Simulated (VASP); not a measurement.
# Ca3CdF8 (Cmmm) in VASP: single point with PBE

Aim: the single point of Ca3CdF8 with PBE.

Program: VASP 6.6.1. These are calculated values, not measurements. Logs are shortened: lines on timing, memory, paths and dates and some standing lists are left out, and cuts for length are marked.

## Step 1: The cell of the first run

Symmetry: Cmmm, No. 65, orthorhombic system. The conventional cell has a = 7.790 Å, b = 11.009 Å, c = 3.890 Å, α = 90.00°, β = 90.00°, γ = 90.00°. Within 3.1 Å of Cd (site symmetry mmm) lie 8 F at 2.38 Å. F (site symmetry m2m) has 4 Ca at 2.38 Å and 6 F at 2.75 to 2.76 Å within 3.1 Å. Within 3.1 Å of F (site symmetry m2m) lie 2 Cd at 2.38 Å and 2 Ca at 2.38 Å and 6 F at 2.75 Å. F (site symmetry m) has 3 Ca at 2.38 to 2.39 Å and 1 Cd at 2.38 Å and 6 F at 2.75 Å within 3.1 Å. Ca (site symmetry 2/m) has 8 F at 2.38 Å within 3.1 Å. Ca (site symmetry mmm) has 8 F at 2.38 to 2.39 Å within 3.1 Å.

## Step 2: Single point, PBE

INCAR

```
PREC     = Accurate       # precision mode
ENCUT    = 520            # plane-wave cutoff, eV
EDIFF    = 1E-7           # SCF threshold, eV
ISMEAR   = -1             # smearing method
SIGMA    = 0.02           # smearing width, eV
LREAL    = False          # projectors in reciprocal space
LASPH    = True           # aspherical terms in the spheres
NELM     = 80             # most SCF steps
ALGO     = Normal         # electronic algorithm
ISIF     = 2              # what is computed and relaxed
LWAVE    = False          # write WAVECAR
LCHARG   = False          # write CHGCAR
GGA      = PE             # functional
NBANDS   = 61             # bands
```

KPOINTS

```
Automatic mesh
0
Gamma
  4 4 6
```

POSCAR

```
Ca3CdF8
1.0
    3.8951035541     -5.5044432338      0.0000000000
    3.8951035541      5.5044432338      0.0000000000
    0.0000000000      0.0000000000      3.8896614065
Cd F Ca
1 8 3
Direct
    0.0000000000      0.0000000000      0.0000000000
    0.3746739518      0.6253260482      0.5000000000
    0.1249540665      0.8750459335      0.5000000000
    0.8752714710      0.6251309894      0.0000000000
    0.6251309894      0.8752714710      0.0000000000
    0.3748690106      0.1247285290      0.0000000000
    0.1247285290      0.3748690106      0.0000000000
    0.8750459335      0.1249540665      0.5000000000
    0.6253260482      0.3746739518      0.5000000000
    0.5000000000      0.0000000000      0.5000000000
    0.0000000000      0.5000000000      0.5000000000
    0.5000000000      0.5000000000      0.0000000000
```

Potentials or basis: VASP PAW PBE potentials, release 64 (Cd, F, Ca_sv).

Launch:

```console
cat potpaw_PBE.64/Cd/POTCAR potpaw_PBE.64/F/POTCAR potpaw_PBE.64/Ca_sv/POTCAR > POTCAR
mpirun -np 1 vasp_std > vasp.out
```

OUTCAR:

```text
PREC = Accurate
   ENCUT = 520
   EDIFF = 1E-7
   ISMEAR = -1
   LREAL = False
   LASPH = True
   NELM = 80
   ISIF = 2
   GGA = PE

 ion  position               nearest neighbor table
   1  0.000  0.000  0.000-   3 2.38   8 2.38   3 2.38   8 2.38   7 2.38   4 2.38   5 2.38   6 2.38

   2  0.375  0.625  0.500-  10 2.38  11 2.38  12 2.38  12 2.38
   3  0.125  0.875  0.500-   1 2.38   1 2.38  11 2.38  10 2.38
   4  0.875  0.625  0.000-  11 2.38  11 2.38   1 2.38  12 2.39
   5  0.625  0.875  0.000-  10 2.38  10 2.38   1 2.38  12 2.39
   6  0.375  0.125  0.000-  10 2.38  10 2.38   1 2.38  12 2.39
   7  0.125  0.375  0.000-  11 2.38  11 2.38   1 2.38  12 2.39
   8  0.875  0.125  0.500-   1 2.38   1 2.38  11 2.38  10 2.38
   9  0.625  0.375  0.500-  10 2.38  11 2.38  12 2.38  12 2.38
  10  0.500  0.000  0.500-   5 2.38   6 2.38   5 2.38   6 2.38   2 2.38   9 2.38   8 2.38   3 2.38

  11  0.000  0.500  0.500-   4 2.38   7 2.38   4 2.38   7 2.38   2 2.38   9 2.38   8 2.38   3 2.38

  12  0.500  0.500  0.000-   2 2.38   9 2.38   2 2.38   9 2.38   7 2.39   4 2.39   5 2.39   6 2.39

  LATTYP: Found a base centered orthorhombic cell.
 ALAT       =     7.7902071082
 B/A-ratio  =     1.4131699343
 C/A-ratio  =     0.4993014117

  Lattice vectors:

 A1 = (   3.8951035541,  -5.5044432338,   0.0000000000)
 A2 = (   3.8951035541,   5.5044432338,   0.0000000000)
 A3 = (   0.0000000000,   0.0000000000,   3.8896614065)

Analysis of symmetry for initial positions (statically):
=====================================================================
 Subroutine PRICEL returns:
 Original cell was already a primitive cell.

 Routine SETGRP: Setting up the symmetry group for a
 base centered orthorhombic supercell.

 Subroutine GETGRP returns: Found  8 space group operations
 (whereof  8 operations were pure point group operations)
 out of a pool of  8 trial point group operations.

The static configuration has the point symmetry D_2h.

Analysis of symmetry for dynamics (positions and initial velocities):
=====================================================================
 Subroutine PRICEL returns:
 Original cell was already a primitive cell.

 Routine SETGRP: Setting up the symmetry group for a
 base centered orthorhombic supercell.

 Subroutine GETGRP returns: Found  8 space group operations
 (whereof  8 operations were pure point group operations)
 out of a pool of  8 trial point group operations.

The dynamic configuration has the point symmetry D_2h.

 Subroutine INISYM returns: Found  8 space group operations
 (whereof  8 operations are pure point group operations),
 and found     1 'primitive' translations

----------------------------------------------------------------------------------------

                                     Primitive cell

  volume of cell :     166.7916

  direct lattice vectors                    reciprocal lattice vectors
     3.895103554 -5.504443234  0.000000000     0.128366292 -0.090835708  0.000000000
     3.895103554  5.504443234  0.000000000     0.128366292  0.090835708  0.000000000
     0.000000000  0.000000000  3.889661407     0.000000000  0.000000000  0.257091787

  length of vectors
     6.743198574  6.743198574  3.889661407     0.157254669  0.157254669  0.257091787

  position of ions in fractional coordinates (direct lattice)
     0.000000000  0.000000000  0.000000000
     0.374673952  0.625326048  0.500000000
     0.124954067  0.875045933  0.500000000
     0.875271471  0.625130989  0.000000000
     0.625130989  0.875271471  0.000000000
     0.374869011  0.124728529  0.000000000
     0.124728529  0.374869011  0.000000000
     0.875045933  0.124954067  0.500000000
     0.625326048  0.374673952  0.500000000
     0.500000000  0.000000000  0.500000000
     0.000000000  0.500000000  0.500000000
     0.500000000  0.500000000  0.000000000

  ion indices of the primitive-cell ions
   primitive index   ion index
                 1           1
                 2           2
                 3           3
                 4           4
                 5           5
                 6           6
                 7           7
                 8           8
                 9           9
                10          10
                11          11
                12          12

----------------------------------------------------------------------------------------

 KPOINTS: Automatic mesh

Automatic generation of k-mesh.
 Grid dimensions read from file:
 generate k-points for:    4    4    6

 Generating k-lattice:

  Cartesian coordinates                     Fractional coordinates (reciprocal lattice)
     0.032091573 -0.022708927  0.000000000     0.250000000  0.000000000  0.000000000
     0.032091573  0.022708927  0.000000000     0.000000000  0.250000000  0.000000000
     0.000000000  0.000000000  0.042848631     0.000000000  0.000000000  0.166666667

  Length of vectors
     0.039313667  0.039313667  0.042848631

  Shift w.r.t. Gamma in fractional coordinates (k-lattice)
     0.000000000  0.000000000  0.000000000

 Subroutine IBZKPT returns following result:
 ===========================================

 Found     28 irreducible k-points:

 Following reciprocal coordinates:
            Coordinates               Weight
  0.000000  0.000000  0.000000      1.000000
  0.250000  0.000000  0.000000      4.000000
  0.500000  0.000000  0.000000      2.000000
  0.250000  0.250000  0.000000      2.000000
  0.500000  0.250000  0.000000      4.000000
 -0.250000  0.250000  0.000000      2.000000
[... 16 lines left out ...]
  0.250000  0.000000  0.500000      4.000000
  0.500000  0.000000  0.500000      2.000000
 [... further k-points ...]
   k-points           NKPTS =     28   k-points in BZ     NKDIM =     28   number of bands    NBANDS=     61
   number of dos      NEDOS =    301   number of ions     NIONS =     12
   total plane-waves  NPLWV =  75000
   dimension x,y,z NGX =    50 NGY =   50 NGZ =   30
   dimension x,y,z NGXF=   100 NGYF=  100 NGZF=   60
   ions per type =               1   8   3
   NGX,Y,Z   is equivalent  to a cutoff of  12.33, 12.33, 12.82 a.u.
   NGXF,Y,Z  is equivalent  to a cutoff of  24.65, 24.65, 25.64 a.u.
 SYSTEM =  unknown system
   PREC   = accura    normal or accurate (medium, high low for compatibility)
   ISTART =      0    job   : 0-new  1-cont  2-samecut
   ICHARG =      2    charge: 1-file 2-atom 10-const
   ISPIN  =      1    spin polarized calculation?
   LNONCOLLINEAR =      F non collinear calculations
   LSORBIT =      F    spin-orbit coupling
   LASPH  =      T    aspherical Exc in radial PAW
   ENCUT  =  520.0 eV  38.22 Ry    6.18 a.u.  12.54 12.54  7.23*2*pi/ulx,y,z
   NELM   =     80;   NELMIN=  2; NELMDL= -5     # of ELM steps
   EDIFF  = 0.1E-06   stopping-criterion for ELM
   LREAL  =      F    real-space projection
   EDIFFG = 0.1E-05   stopping-criterion for IOM
   NSW    =      0    number of steps for IOM
   IBRION =     -1    ionic relax: 0-MD 1-quasi-New 2-CG
   NFREE  =      0    steps in history (QN), initial steepest desc. (CG)
   ISIF   =      2    stress and relaxation
   ISYM   =      2    0-nonsym 1-usesym 2-fastsym
   POTIM  = 0.5000    time-step for ionic-motion
   TEBEG  =    0.0;   TEEND  =   0.0 temperature during run
   PSTRESS=    0.0 pullay stress
   NELECT =      98.0000    total number of electrons
   NUPDOWN=      -1.0000    fix difference up-down
   EMIN   =  10.00;   EMAX   =-10.00  energy-range for DOS
   EFERMI =   0.00;   METHOD = LEGACY
   ISMEAR =    -1;   SIGMA  =   0.02  broadening in eV -4-tet -1-fermi 0-gaus
   EFERMI_NEDOS =   21; number of points for ismear=-14 and -15
   IALGO  =     38    algorithm
   IMIX   =      4    mixing-type and parameters
     AMIX     =   0.40;   BMIX     =  1.00
     AMIX_MAG =   1.60;   BMIX_MAG =  1.00
  volume/ion in A,a.u.               =      13.90        93.80
  Fermi-wavevector in a.u.,A,eV,Ry     =   1.371173  2.591140 25.580508  1.880114
  Thomas-Fermi vector in A             =   2.496893
   LORBIT       =      0    0 simple, 1 ext, 2 COOP (PROOUT), +10 PAW based schemes
   GGA     = PE    functional components
   LHFCALC =     F    Hartree Fock is set to
   AEXX    =    0.0000 exact exchange contribution
   IVDW    =     0    specifies the selected vdW correction
   LEPSILON=     F    determine dielectric tensor
   LRPA    =     F    only Hartree local field effects (RPA)
 non-spin polarized calculation
  energy-cutoff  :      520.00
  volume of cell :      166.79
 maximum number of plane-waves:      4514
   NGX = 25   NGY = 25   NGZ = 15

 number of electron      97.9999972 magnetization

 Free energy of the ion-electron system (eV)
  ---------------------------------------------------
  ext. energy  EPLUGINS =         0.00000000
  ---------------------------------------------------
  free energy    TOTEN  =       -62.91957709 eV

  energy without entropy =      -62.91957709  energy(sigma->0) =      -62.91957709

 E-fermi :  -0.6555     XC(G=0):  -9.6526

 val. band max:       -1.2304110862   @ k =   0.0000   0.0000   0.5000
 cond. band min:       3.8208233531   @ k =   0.0000   0.0000   0.0000
 fundamental gap:      5.0512344394
 Fermi energy:        -0.6555289084

 k-point     1 :       0.0000    0.0000    0.0000
  band No.  band energies     occupation
      1     -37.4686      2.00000
      2     -37.4329      2.00000
      3     -37.4295      2.00000
      4     -21.4639      2.00000
      5     -21.2916      2.00000
      6     -21.2478      2.00000
[... 53 lines left out ...]
     60       8.6440      0.00000
     61       8.7069      0.00000

 k-point     2 :       0.2500    0.0000    0.0000
  band No.  band energies     occupation
      1     -37.4670      2.00000
      2     -37.4334      2.00000
      3     -37.4306      2.00000
      4     -21.4292      2.00000
      5     -21.3575      2.00000
      6     -21.2238      2.00000
[... 1397 lines left out ...]
     60       8.6738      0.00000
     61       8.7382      0.00000

 k-point    24 :       0.5000    0.0000    0.5000
  band No.  band energies     occupation
      1     -37.4524      2.00000
      2     -37.4246      2.00000
      3     -37.4246      2.00000
      4     -21.3917      2.00000
      5     -21.3625      2.00000
      6     -21.2719      2.00000
[... 53 lines left out ...]
     60       8.6808      0.00000
     61       8.7862      0.00000

 [... further k-points ...]
[... 5 lines left out ...]
  --------------------------------------------------------------------------------------
  -------------------------------------------------------------------------------------
  Total        0.3110995      0.3053804      0.3076962     -0.0000000      0.0000000      0.0000000
  in kB        2.9883792      2.9334424      2.9556875     -0.0000000      0.0000000      0.0000000
  external PRESSURE =       2.9591697 kB  Pullay stress =       0.0000000 kB

 VOLUME and BASIS-vectors are now :
 -----------------------------------------------------------------------------
  energy-cutoff  :      520.00
  volume of cell :      166.79
      direct lattice vectors                 reciprocal lattice vectors
     3.895103554 -5.504443234  0.000000000     0.128366292 -0.090835708  0.000000000
     3.895103554  5.504443234  0.000000000     0.128366292  0.090835708  0.000000000
     0.000000000  0.000000000  3.889661407     0.000000000  0.000000000  0.257091787

 POSITION                                       TOTAL-FORCE (eV/Angst)
 -----------------------------------------------------------------------------------
      0.00000      0.00000      0.00000         0.000000     -0.000000      0.000000
      3.89510      1.37970      1.94483         0.000000     -0.000029      0.000000
      3.89510      4.12884      1.94483         0.000000     -0.011754     -0.000000
      5.84422     -1.37688      0.00000        -0.008579     -0.005937      0.000000
      5.84422      1.37688      0.00000        -0.008579      0.005937      0.000000
      1.94598     -1.37688      0.00000         0.008579     -0.005937      0.000000
      1.94598      1.37688      0.00000         0.008579      0.005937      0.000000
      3.89510     -4.12884      1.94483         0.000000      0.011754      0.000000
      3.89510     -1.37970      1.94483         0.000000      0.000029      0.000000
      1.94755     -2.75222      1.94483         0.000000     -0.000000      0.000000
      1.94755      2.75222      1.94483         0.000000     -0.000000      0.000000
      3.89510      0.00000      0.00000         0.000000     -0.000000      0.000000
 -----------------------------------------------------------------------------------
    total drift:                                0.000000     -0.000000      0.000000

  FREE ENERGIE OF THE ION-ELECTRON SYSTEM (eV)
  ---------------------------------------------------
  free  energy   TOTEN  =       -62.9195770929 eV

  energy  without entropy=      -62.9195770929  energy(sigma->0) =      -62.91957709
```

It took 4.4 min on 1 thread of AMD EPYC 9R14 (Zen 4), shared host; peak memory 0.36 GiB.

Results:

```
Free energy            : -62.9196 eV
Pressure               : 0.3 GPa
Largest force          : 0.012 eV/Å
Band gap on the k mesh : 5.05 eV, indirect (least direct gap 5.13 eV)
```

Forces on the atoms (eV/Å):
```
Cd   0.000  0.000  0.000
F    0.000  0.000  0.000
F    0.000 -0.012  0.000
F   -0.009 -0.006  0.000
F   -0.009  0.006  0.000
F    0.009 -0.006  0.000
F    0.009  0.006  0.000
F    0.000  0.012  0.000
F    0.000  0.000  0.000
Ca   0.000  0.000  0.000
Ca   0.000  0.000  0.000
Ca   0.000  0.000  0.000
```

A k mesh can miss the band edges. A hybrid or GW would open this gap; PBE tends to underestimate it.
